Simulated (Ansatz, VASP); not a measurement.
## SiC in VASP and in Ansatz

The input POSCAR:

```
SiC
1.0
   -3.0751950066      0.0000000000      0.0000000000
   -1.5375975033     -2.6631969973      0.0000000000
   -0.3842456161     -0.2218443099     10.0963337124
Si C
4 4
Direct
    0.2578592483      0.2578592483      0.9060514413
    0.2995092483      0.2995092483      0.4060514413
    0.6536675816      0.6536675816      0.1560514413
    0.6120175816      0.6120175816      0.6560514413
    0.3255074184      0.3255074184      0.0939485587
    0.2838574184      0.2838574184      0.5939485587
    0.6380157517      0.6380157517      0.3439485587
    0.5963657517      0.5963657517      0.8439485587
```

INCAR.step1

```
SYSTEM = SiC
PREC = Accurate
ENCUT = 520
ISMEAR = 0
SIGMA = 0.05
LREAL = .False.
LASPH = .True.
NELM = 80
NBANDS = 26
GGA = PE
ALGO = Normal
EDIFF = 1E-4
LWAVE = .True.
LCHARG = .False.
```

Contents of INCAR.step2:

```
SYSTEM = SiC
PREC = Accurate
ENCUT = 520
EDIFF = 1E-6
ISMEAR = 0
SIGMA = 0.05
LREAL = .False.
LASPH = .True.
NELM = 80
ALGO = Normal
ISIF = 2
LWAVE = .False.
LCHARG = .False.
METAGGA = R2SCAN
LMIXTAU = .True.
NBANDS = 26
ISTART = 1
```

The input KPOINTS:

```
regular mesh
0
Gamma
  8 8 3
  0 0 0
```

Input for Ansatz:

```yaml
crystal:
  lattice:
    - [-3.0751950066, 0.0, 0.0]
    - [-1.5375975033, -2.6631969973, 0.0]
    - [-0.3842456161, -0.2218443099, 10.0963337124]
  atoms:
    - { symbol: Si, position: [0.2578592483, 0.2578592483, 0.9060514413] }
    - { symbol: Si, position: [0.2995092483, 0.2995092483, 0.4060514413] }
    - { symbol: Si, position: [0.6536675816, 0.6536675816, 0.1560514413] }
    - { symbol: Si, position: [0.6120175816, 0.6120175816, 0.6560514413] }
    - { symbol: C, position: [0.3255074184, 0.3255074184, 0.0939485587] }
    - { symbol: C, position: [0.2838574184, 0.2838574184, 0.5939485587] }
    - { symbol: C, position: [0.6380157517, 0.6380157517, 0.3439485587] }
    - { symbol: C, position: [0.5963657517, 0.5963657517, 0.8439485587] }
basis:
  ecutwfc: 500
kpoints:
  mp_grid: { grid: [8, 8, 3] }
hamiltonian:
  xc: r2scan
scf:
  occupations: { method: gaussian, width: 0.05 }
output:
  forces: true
  stress: true
  eigenvalues: true
```

Alike in both runs: task single point; functional r2SCAN; k mesh 8 × 8 × 3; occupations gaussian, width 0.05 eV; no spin polarisation.

|  | VASP | Ansatz |
| --- | --- | --- |
| version | VASP 6.6.1 | Ansatz 0.2.0 |
| potentials or method | VASP PAW PBE potentials, release 64 (Si, C), cutoff 520 eV | scalar-relativistic, plane waves, PAW |
| valence electrons in the cell | 32 | 32 |

Ansatz gave:

| Property | Result |
| --- | --- |
| gap on the k mesh at the Fermi level (eV) | 2.58 |
| least direct gap on the mesh (eV) | 4.36 |
| pressure (GPa) | -0.3 |
| traceless stress, the component that is largest in VASP (GPa) | 6.03 |
| rms of the force components (eV/Å) | 0.372 |

**Question.** Which values does VASP return?

**Answer.** gap on the k mesh at the Fermi level (eV): 2.59; least direct gap on the mesh (eV): 4.37; pressure (GPa): -0.5; traceless stress, the component that is largest in VASP (GPa): 6.06; rms of the force components (eV/Å): 0.372.

VASP's potentials were made for PBE, not for r2SCAN. Atom by atom the forces differ by 0.002 eV/Å (rms over components). The functional is the same, so the differences come from potentials, cutoffs and numerics.
